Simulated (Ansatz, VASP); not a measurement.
KSrCl3 in VASP and in Ansatz

File INCAR:

```
PREC = Accurate
ENCUT = 520
EDIFF = 1E-6
ISMEAR = -1
SIGMA = 0.02
LREAL = False
LASPH = True
NELM = 100
ALGO = Normal
ISIF = 2
LWAVE = False
LCHARG = False
GGA = PE
NBANDS = 28
```

File KPOINTS:

```
Automatic mesh
0
Gamma
  4 4 4
```

Contents of POSCAR:

```
KSrCl3
1.0
    5.8052861433      0.0000000000      0.0000000000
    0.0000000000      5.8052861433      0.0000000000
    0.0000000000      0.0000000000      5.6048239136
K Sr Cl
1 1 3
Direct
    0.0000000000      0.0000000000      0.0000000000
    0.5000000000      0.5000000000      0.5000000000
    0.5000000000      0.5000000000      0.0000000000
    0.5000000000      0.0000000000      0.5000000000
    0.0000000000      0.5000000000      0.5000000000
```

Input for Ansatz:

```yaml
crystal:
  lattice:
    - [5.8052861433, 0.0, 0.0]
    - [0.0, 5.8052861433, 0.0]
    - [0.0, 0.0, 5.6048239136]
  atoms:
    - { symbol: K, position: [0.0, 0.0, 0.0] }
    - { symbol: Sr, position: [0.5, 0.5, 0.5] }
    - { symbol: Cl, position: [0.5, 0.5, 0.0] }
    - { symbol: Cl, position: [0.5, 0.0, 0.5] }
    - { symbol: Cl, position: [0.0, 0.5, 0.5] }
kpoints:
  mp_grid: { grid: [4, 4, 4] }
  band_path:
    path: [[0.0, 0.0, 0.0], [0.0, 0.5, 0.0], [0.5, 0.5, 0.0], [0.5, 0.5, 0.5]]
    npoints: 1
hamiltonian:
  xc: pbe
scf:
  occupations: { method: fermi_dirac, width: 0.02 }
  n_extra_bands: 5
output:
  forces: true
  stress: true
  eigenvalues: true
  write_density: true
  write_potential: true
  elf: true
  volumetric_format: npy
```

Change from the starting cell: epitaxial_xy strain +3.0%.

Alike in both runs: task single point; functional PBE; k mesh 4 × 4 × 4; occupations fermi-dirac, width 0.02 eV; no spin polarisation.

```csv
,VASP,Ansatz
version,VASP 6.6.1,Ansatz 0.2.0
potentials or method,"VASP PAW PBE potentials, release 64 (K_sv, Sr_sv, Cl)","plane waves, PAW"
plane-wave cutoff (eV),520,420
valence electrons in the cell,40,40
```

Ansatz gave:

```
gap on the k mesh at the Fermi level (eV)                     : 4.37
pressure (GPa)                                                : -0.5
traceless stress, the component that is largest in VASP (GPa) : 0.94
```

Which values does VASP return?

gap on the k mesh at the Fermi level (eV): 4.37; pressure (GPa): -0.5; traceless stress, the component that is largest in VASP (GPa): 0.96.
